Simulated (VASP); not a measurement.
# RePb2 (Fm-3m) in VASP: notebook

Runs on RePb2. Level: PBE. Tasks: single point, relaxation of cell and atoms.

Everything below comes from runs of VASP 6.6.1. Logs are shortened: lines on timing, memory, paths and dates and some standing lists are left out, and cuts for length are marked.

## 1. The cell of the first run

Symmetry: Fm-3m, No. 225, cubic system. Conventional cell: a = 7.480 Å, b = 7.480 Å, c = 7.480 Å, α = 90.00°, β = 90.00°, γ = 90.00°. Within 4.3 Å of Re (site symmetry m-3m) lie 8 Pb at 3.24 Å. Within 4.3 Å of Pb (site symmetry -43m) lie 4 Re at 3.24 Å and 6 Pb at 3.74 Å.

## 2. Single point, PBE

INCAR

```
SYSTEM = RePb2
PREC = Accurate
ENCUT = 520
EDIFF = 1E-6
ISMEAR = 0
SIGMA = 0.1
LREAL = .FALSE.
LASPH = .TRUE.
NELM = 80
ALGO = Fast
ISIF = 2
LWAVE = .FALSE.
LCHARG = .TRUE.
GGA = PE
LELF = .TRUE.
LVHAR = .TRUE.
NBANDS = 24
```

KPOINTS

```
regular mesh
0
G
  4 4 4
  0 0 0
```

POSCAR

```
RePb2
1.0
    0.0000000000      3.7401080800      3.7401080800
    3.7401080800      0.0000000000      3.7401080800
    3.7401080800      3.7401080800      0.0000000000
Re Pb
1 2
Direct
    0.0000000000      0.0000000000      0.0000000000
    0.2500000000      0.2500000000      0.2500000000
    0.7500000000      0.7500000000      0.7500000000
```

Potentials or basis: VASP PAW PBE potentials, release 64 (Re, Pb_d).

The run is started by

```sh
> cat potpaw_PBE.64/Re/POTCAR potpaw_PBE.64/Pb_d/POTCAR > POTCAR
> mpirun -np 1 vasp_std > vasp.out
```

OUTCAR:

```text
SYSTEM = RePb2
   PREC = Accurate
   ENCUT = 520
   EDIFF = 1E-6
   ISMEAR = 0
   LREAL = .FALSE.
   LASPH = .TRUE.
   NELM = 80
   ISIF = 2
   GGA = PE

 ion  position               nearest neighbor table
   1  0.000  0.000  0.000-   3 3.24   3 3.24   3 3.24   2 3.24   2 3.24   2 3.24   3 3.24   2 3.24

   2  0.250  0.250  0.250-   1 3.24   1 3.24   1 3.24   1 3.24   3 3.74   3 3.74   3 3.74   3 3.74
                             3 3.74   3 3.74
   3  0.750  0.750  0.750-   1 3.24   1 3.24   1 3.24   1 3.24   2 3.74   2 3.74   2 3.74   2 3.74
                             2 3.74   2 3.74

  LATTYP: Found a face centered cubic cell.
 ALAT       =     7.4802161600

  Lattice vectors:

 A1 = (   0.0000000000,   3.7401080800,   3.7401080800)
 A2 = (   3.7401080800,   0.0000000000,   3.7401080800)
 A3 = (   3.7401080800,   3.7401080800,   0.0000000000)

Analysis of symmetry for initial positions (statically):
=====================================================================
 Subroutine PRICEL returns:
 Original cell was already a primitive cell.

 Routine SETGRP: Setting up the symmetry group for a
 face centered cubic supercell.

 Subroutine GETGRP returns: Found 48 space group operations
 (whereof 48 operations were pure point group operations)
 out of a pool of 48 trial point group operations.

The static configuration has the point symmetry O_h .

Analysis of symmetry for dynamics (positions and initial velocities):
=====================================================================
 Subroutine PRICEL returns:
 Original cell was already a primitive cell.

 Routine SETGRP: Setting up the symmetry group for a
 face centered cubic supercell.

 Subroutine GETGRP returns: Found 48 space group operations
 (whereof 48 operations were pure point group operations)
 out of a pool of 48 trial point group operations.

The dynamic configuration has the point symmetry O_h .

 Subroutine INISYM returns: Found 48 space group operations
 (whereof 48 operations are pure point group operations),
 and found     1 'primitive' translations

----------------------------------------------------------------------------------------

                                     Primitive cell

  volume of cell :     104.6363

  direct lattice vectors                    reciprocal lattice vectors
     0.000000000  3.740108080  3.740108080    -0.133685976  0.133685976  0.133685976
     3.740108080  0.000000000  3.740108080     0.133685976 -0.133685976  0.133685976
     3.740108080  3.740108080  0.000000000     0.133685976  0.133685976 -0.133685976

  length of vectors
     5.289311571  5.289311571  5.289311571     0.231550903  0.231550903  0.231550903

  position of ions in fractional coordinates (direct lattice)
     0.000000000  0.000000000  0.000000000
     0.250000000  0.250000000  0.250000000
     0.750000000  0.750000000  0.750000000

  ion indices of the primitive-cell ions
   primitive index   ion index
                 1           1
                 2           2
                 3           3

----------------------------------------------------------------------------------------

 KPOINTS: regular mesh

Automatic generation of k-mesh.
 Grid dimensions read from file:
 generate k-points for:    4    4    4

 Generating k-lattice:

  Cartesian coordinates                     Fractional coordinates (reciprocal lattice)
    -0.033421494  0.033421494  0.033421494     0.250000000  0.000000000  0.000000000
     0.033421494 -0.033421494  0.033421494     0.000000000  0.250000000  0.000000000
     0.033421494  0.033421494 -0.033421494     0.000000000  0.000000000  0.250000000

  Length of vectors
     0.057887726  0.057887726  0.057887726

  Shift w.r.t. Gamma in fractional coordinates (k-lattice)
     0.000000000  0.000000000  0.000000000

 Subroutine IBZKPT returns following result:
 ===========================================

 Found      8 irreducible k-points:

 Following reciprocal coordinates:
            Coordinates               Weight
  0.000000  0.000000  0.000000      1.000000
  0.250000  0.000000  0.000000      8.000000
  0.500000  0.000000  0.000000      4.000000
  0.250000  0.250000  0.000000      6.000000
  0.500000  0.250000  0.000000     24.000000
 -0.250000  0.250000  0.000000     12.000000
  0.500000  0.500000  0.000000      3.000000
 -0.250000  0.500000  0.250000      6.000000
   k-points           NKPTS =      8   k-points in BZ     NKDIM =      8   number of bands    NBANDS=     24
   number of dos      NEDOS =    301   number of ions     NIONS =      3
   total plane-waves  NPLWV =  64000
   dimension x,y,z NGX =    40 NGY =   40 NGZ =   40
   dimension x,y,z NGXF=    80 NGYF=   80 NGZF=   80
   ions per type =               1   2
   NGX,Y,Z   is equivalent  to a cutoff of  12.57, 12.57, 12.57 a.u.
   NGXF,Y,Z  is equivalent  to a cutoff of  25.14, 25.14, 25.14 a.u.
 SYSTEM =  RePb2
   PREC   = accura    normal or accurate (medium, high low for compatibility)
   ISTART =      0    job   : 0-new  1-cont  2-samecut
   ICHARG =      2    charge: 1-file 2-atom 10-const
   ISPIN  =      1    spin polarized calculation?
   LNONCOLLINEAR =      F non collinear calculations
   LSORBIT =      F    spin-orbit coupling
   LASPH  =      T    aspherical Exc in radial PAW
   ENCUT  =  520.0 eV  38.22 Ry    6.18 a.u.   9.83  9.83  9.83*2*pi/ulx,y,z
   NELM   =     80;   NELMIN=  2; NELMDL= -5     # of ELM steps
   EDIFF  = 0.1E-05   stopping-criterion for ELM
   LREAL  =      F    real-space projection
   EDIFFG = 0.1E-04   stopping-criterion for IOM
   NSW    =      0    number of steps for IOM
   IBRION =     -1    ionic relax: 0-MD 1-quasi-New 2-CG
   NFREE  =      0    steps in history (QN), initial steepest desc. (CG)
   ISIF   =      2    stress and relaxation
   ISYM   =      2    0-nonsym 1-usesym 2-fastsym
   POTIM  = 0.5000    time-step for ionic-motion
   TEBEG  =    0.0;   TEEND  =   0.0 temperature during run
   PSTRESS=    0.0 pullay stress
   NELECT =      35.0000    total number of electrons
   NUPDOWN=      -1.0000    fix difference up-down
   EMIN   =  10.00;   EMAX   =-10.00  energy-range for DOS
   EFERMI =   0.00;   METHOD = LEGACY
   ISMEAR =     0;   SIGMA  =   0.10  broadening in eV -4-tet -1-fermi 0-gaus
   EFERMI_NEDOS =   21; number of points for ismear=-14 and -15
   IALGO  =     68    algorithm
   IMIX   =      4    mixing-type and parameters
     AMIX     =   0.40;   BMIX     =  1.00
     AMIX_MAG =   1.60;   BMIX_MAG =  1.00
  volume/ion in A,a.u.               =      34.88       235.37
  Fermi-wavevector in a.u.,A,eV,Ry     =   1.136414  2.147512 17.571074  1.291437
  Thomas-Fermi vector in A             =   2.273119
   LORBIT       =      0    0 simple, 1 ext, 2 COOP (PROOUT), +10 PAW based schemes
   GGA     = PE    functional components
   LHFCALC =     F    Hartree Fock is set to
   AEXX    =    0.0000 exact exchange contribution
   IVDW    =     0    specifies the selected vdW correction
   LEPSILON=     F    determine dielectric tensor
   LRPA    =     F    only Hartree local field effects (RPA)
 non-spin polarized calculation
 RMM-DIIS sequential band-by-band and
 Gauss-broadening in eV      SIGMA  =   0.10
  energy-cutoff  :      520.00
  volume of cell :      104.64
 maximum number of plane-waves:      2832
   NGX = 19   NGY = 19   NGZ = 19

 number of electron      35.0000003 magnetization

 Free energy of the ion-electron system (eV)
  ---------------------------------------------------
  ext. energy  EPLUGINS =         0.00000000
  ---------------------------------------------------
  free energy    TOTEN  =       -15.03452702 eV

  energy without entropy =      -15.01282669  energy(sigma->0) =      -15.02367685

 E-fermi :   3.8443     XC(G=0):  -9.2269

 val. band max:        3.8419212499   @ k =  -0.2500   0.2500   0.0000
 cond. band min:       3.9706703848   @ k =   0.5000   0.2500   0.0000
 fundamental gap:      0.1287491349
 Fermi energy:         3.8443300363

 k-point     1 :       0.0000    0.0000    0.0000
  band No.  band energies     occupation
      1     -12.8047      2.00000
      2     -12.8047      2.00000
      3     -12.7447      2.00000
      4     -12.7447      2.00000
      5     -12.7447      2.00000
      6     -12.6589      2.00000
[... 16 lines left out ...]
     23       7.1007      0.00000
     24       7.1046      0.00000

 k-point     2 :       0.2500    0.0000    0.0000
  band No.  band energies     occupation
      1     -12.7734      2.00000
      2     -12.7734      2.00000
      3     -12.7360      2.00000
      4     -12.7314      2.00000
      5     -12.7314      2.00000
      6     -12.6706      2.00000
[... 16 lines left out ...]
     23       7.2951      0.00000
     24       8.2302      0.00000

 k-point     3 :       0.5000    0.0000    0.0000
  band No.  band energies     occupation
      1     -12.7104      2.00000
      2     -12.7019      2.00000
      3     -12.7019      2.00000
      4     -12.7009      2.00000
      5     -12.7009      2.00000
      6     -12.6976      2.00000
[... 16 lines left out ...]
     23       7.3389      0.00000
     24       9.8715      0.00000

 k-point     4 :       0.2500    0.2500    0.0000
  band No.  band energies     occupation
      1     -12.8003      2.00000
      2     -12.7522      2.00000
      3     -12.7379      2.00000
      4     -12.7218      2.00000
      5     -12.7218      2.00000
      6     -12.6785      2.00000
[... 16 lines left out ...]
     23       8.1431      0.00000
     24       8.1542      0.00000

 k-point     5 :       0.5000    0.2500    0.0000
  band No.  band energies     occupation
      1     -12.7680      2.00000
      2     -12.7411      2.00000
      3     -12.7218      2.00000
      4     -12.7021      2.00000
      5     -12.6996      2.00000
      6     -12.6988      2.00000
[... 16 lines left out ...]
     23       8.1757      0.00000
     24       8.3056      0.00000

 k-point     6 :      -0.2500    0.2500    0.0000
  band No.  band energies     occupation
      1     -12.7669      2.00000
      2     -12.7295      2.00000
      3     -12.7216      2.00000
      4     -12.7033      2.00000
      5     -12.6998      2.00000
      6     -12.6992      2.00000
[... 16 lines left out ...]
     23       8.2517      0.00000
     24       8.6309      0.00000

 k-point     7 :       0.5000    0.5000    0.0000
  band No.  band energies     occupation
      1     -12.7959      2.00000
      2     -12.7595      2.00000
      3     -12.7333      2.00000
      4     -12.6985      2.00000
      5     -12.6985      2.00000
      6     -12.6979      2.00000
[... 16 lines left out ...]
     23       9.4141      0.00000
     24       9.4246      0.00000

 k-point     8 :      -0.2500    0.5000    0.2500
  band No.  band energies     occupation
      1     -12.7558      2.00000
      2     -12.7558      2.00000
      3     -12.7342      2.00000
      4     -12.7237      2.00000
      5     -12.6982      2.00000
      6     -12.6982      2.00000
[... 16 lines left out ...]
     23       8.7239      0.00000
     24       9.5312      0.00000

------------------------ aborting loop because EDIFF is reached ----------------------------------------

  FORCE on cell =-STRESS in cart. coord.  units (eV):
  Direction    XX          YY          ZZ          XY          YZ          ZX
  --------------------------------------------------------------------------------------
  -------------------------------------------------------------------------------------
  Total       -7.6628811     -7.6628811     -7.6628811     -0.0000000      0.0000000      0.0000000
  in kB     -117.3330110   -117.3330110   -117.3330110     -0.0000000      0.0000000      0.0000000
  external PRESSURE =    -117.3330110 kB  Pullay stress =       0.0000000 kB

 VOLUME and BASIS-vectors are now :
 -----------------------------------------------------------------------------
  energy-cutoff  :      520.00
  volume of cell :      104.64
      direct lattice vectors                 reciprocal lattice vectors
     0.000000000  3.740108080  3.740108080    -0.133685976  0.133685976  0.133685976
     3.740108080  0.000000000  3.740108080     0.133685976 -0.133685976  0.133685976
     3.740108080  3.740108080  0.000000000     0.133685976  0.133685976 -0.133685976

 POSITION                                       TOTAL-FORCE (eV/Angst)
 -----------------------------------------------------------------------------------
      0.00000      0.00000      0.00000        -0.000000     -0.000000     -0.000000
      1.87005      1.87005      1.87005         0.000000      0.000000      0.000000
      5.61016      5.61016      5.61016        -0.000000     -0.000000     -0.000000
 -----------------------------------------------------------------------------------
    total drift:                               -0.000000     -0.000000      0.000000

  FREE ENERGIE OF THE ION-ELECTRON SYSTEM (eV)
  ---------------------------------------------------
  free  energy   TOTEN  =       -15.0345270176 eV

  energy  without entropy=      -15.0128266902  energy(sigma->0) =      -15.02367685
```

Wall time 48 s (1 thread of Intel Xeon 6975P-C, shared host); peak memory 0.24 GiB.

Results:

```
Free energy : -15.0345 eV
Pressure    : -11.7 GPa
```

Caveat: the k points lie up to 0.36 Å⁻¹ apart; spin-orbit coupling is left out, which moves the levels of the heavy elements.

## 3. Single point, PBE

This run uses another cell than the first one, of 25.42 Å³/atom, 0.729 times its volume.

INCAR

```
PREC = Accurate ; ENCUT = 520
EDIFF = 1E-6 ; ISMEAR = 0
SIGMA = 0.1 ; LREAL = False
LASPH = True ; NELM = 80
ALGO = Fast ; ISIF = 2
LWAVE = False ; LCHARG = True
GGA = PE ; LELF = True
LVHAR = True ; NBANDS = 24
```

KPOINTS

```
Automatic mesh
0
Gamma
  12 12 12
```

POSCAR

```
RePb2
1.0
    0.0000000000      3.3657819339      3.3657819339
    3.3657819339      0.0000000000      3.3657819339
    3.3657819339      3.3657819339      0.0000000000
Re Pb
1 2
Direct
    0.0000000000      0.0000000000      0.0000000000
    0.2500000000      0.2500000000      0.2500000000
    0.7500000000      0.7500000000      0.7500000000
```

Potentials or basis: VASP PAW PBE potentials, release 64 (Re, Pb_d).

The run is started by

```sh
> cat potpaw_PBE.64/Re/POTCAR potpaw_PBE.64/Pb_d/POTCAR > POTCAR
> mpirun -np 1 vasp_std > vasp.out
```

Wall time 2.8 min (1 thread of Intel Xeon 6975P-C, shared host); peak memory 0.29 GiB.

The run converged. Its results:

| Quantity | Value |
| --- | --- |
| Free energy | -16.4801 eV |
| Pressure | -0.1 GPa |

Levels at points of the mesh, in eV from the Fermi level:
```tsv
k point	band 15	band 16	band 17	band 18	band 19	band 20
(0.00, 0.00, 0.00)	-3.08	-0.41	-0.41	3.55	3.55	3.55
(0.50, 0.00, 0.00)	-1.88	-0.36	-0.36	0.41	0.41	0.68
(0.50, 0.50, 0.00)	-2.31	-0.82	-0.82	-0.65	-0.37	1.78
```

Caveat: spin-orbit coupling is left out, which moves the levels of the heavy elements.

## 4. Relaxation of cell and atoms, PBE

This run uses another cell than the first one, of 25.63 Å³/atom, 0.735 times its volume.

INCAR

```
SYSTEM = RePb2
PREC = Accurate
ENCUT = 600
EDIFF = 1E-7
ISMEAR = 0
SIGMA = 0.1
LREAL = .False.
LASPH = .True.
NELM = 80
ALGO = Fast
ISIF = 3
LWAVE = .False.
LCHARG = .False.
GGA = PE
IBRION = 2
NSW = 100
EDIFFG = -0.01
```

KPOINTS

```
regular mesh
0
Gamma
  12 12 12
  0 0 0
```

POSCAR

```
RePb2
1.0
    0.0000000000      3.3750835110      3.3750835110
    3.3750835110      0.0000000000      3.3750835110
    3.3750835110      3.3750835110      0.0000000000
Re Pb
1 2
Direct
    0.0000000000      0.0000000000      0.0000000000
    0.2500000000      0.2500000000      0.2500000000
    0.7500000000      0.7500000000      0.7500000000
```

The run is started by

```sh
> cat potpaw_PBE.64/Re/POTCAR potpaw_PBE.64/Pb_d/POTCAR > POTCAR
> mpirun -np 1 vasp_std > vasp.out
```

Wall time 13 min (1 thread of Intel Xeon 6975P-C, shared host); peak memory 0.36 GiB.

Results (log left out):

```
Free energy                            : -16.4807 eV
Relaxed volume                         : 25.41 Å³/atom
Relaxed cell                           : a = 4.760 Å, b = 4.760 Å, c = 4.760 Å, α = 60.00°, β = 60.00°, γ = 60.00°
Space group after relaxing (to 0.05 Å) : Fm-3m (No. 225)
Energy gained by relaxing              : 0.5 meV/atom
Ionic steps                            : 3
Pressure after relaxing                : 0.0 GPa
```

The path:
```
step  energy change (eV)  largest force (eV/Å)  pressure (GPa)  volume (Å³)
   1              0.0000                0.0000           -0.71        76.89
   2             -0.0001                0.0000            0.71        75.63
   3             -0.0015                0.0000            0.00        76.24
```

Final structure:
```
CELL_PARAMETERS angstrom
0.00000 3.36552 3.36552
3.36552 0.00000 3.36552
3.36552 3.36552 0.00000
ATOMIC_POSITIONS crystal
Re 0.00000 0.00000 0.00000
Pb 0.25000 0.25000 0.25000
Pb 0.75000 0.75000 0.75000
```

Levels at points of the mesh, in eV from the Fermi level:
| k point | band 13 | band 14 | band 15 | band 16 | band 17 | band 18 | band 19 | band 20 | band 21 |
| --- | --- | --- | --- | --- | --- | --- | --- | --- | --- |
| (0.00, 0.00, 0.00) | -3.08 | -3.08 | -3.08 | -0.41 | -0.41 | 3.55 | 3.55 | 3.55 | 4.72 |
| (0.50, 0.00, 0.00) | -2.35 | -2.35 | -1.88 | -0.36 | -0.36 | 0.41 | 0.41 | 0.69 | 2.20 |
| (0.50, 0.50, 0.00) | -5.31 | -2.31 | -2.31 | -0.82 | -0.82 | -0.65 | -0.37 | 1.79 | 4.27 |

Caveat: spin-orbit coupling is left out, which moves the levels of the heavy elements.

## 5. Summary

```tsv
task	cell	k mesh	cutoff (eV)	gap on the mesh (eV)	pressure (GPa)
single point	a = 5.289 Å, angles 60.0°, 3 atoms	4 × 4 × 4	520	none	-11.7
single point	a = 4.760 Å, angles 60.0°, 3 atoms	12 × 12 × 12	520	none	-0.1
relaxation of cell and atoms	relaxed from a = 4.773 Å, angles 60.0°, 3 atoms	12 × 12 × 12	600	none	0.0
```

Alike in all rows: level PBE; potentials or basis VASP PAW PBE potentials, release 64 (Re, Pb_d); no spin polarisation; smearing gaussian 0.1 eV.

Caveats: some runs use coarse meshes; spin-orbit coupling is left out, which moves the levels of the heavy elements.

Total energies depend on the potentials used, so only differences within one code and one set of settings carry meaning.
